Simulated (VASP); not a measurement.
Sb, 1 atom in the cell. The structure is cubic, space group Fm-3m (No. 225). The conventional cell has a = 4.625 Å, b = 4.625 Å, c = 4.625 Å, α = 90.00°, β = 90.00°, γ = 90.00°. Within 4.3 Å of Sb (site symmetry m-3m) lie 12 Sb at 3.27 Å.  This cell differs from its parent crystal: volume scaled by 1.01.

```yaml
Program: VASP 6.6.1
Task: electric field gradients
Functional: PBEsol
Potentials_or_basis: VASP PAW PBE potentials, release 64 (Sb)
Cutoff: 520 eV
k_mesh: 14 × 14 × 14
Occupations: fermi-dirac, width 0.03 eV
Spin: no spin polarisation
Dipole_correction: no
Further_INCAR_settings: ALGO = Normal; EDIFF = 1e-08; NBANDS = 8
```

Potentials or basis: VASP PAW PBE potentials, release 64 (Sb).

The run is started by

```bash
$ cat potpaw_PBE.64/Sb/POTCAR > POTCAR
$ mpirun -np 1 vasp_std > vasp.out
```

Hardware: 1 thread of Intel(R) Xeon(R) 6975P-C (Granite Rapids) (shared host).

Estimate the wall time of this run.

Run time: 6.2 s on 1 thread of Intel(R) Xeon(R) 6975P-C (Granite Rapids) (shared host), peak memory 0.14 GiB. Counts: scf iterations 12, k points 104.
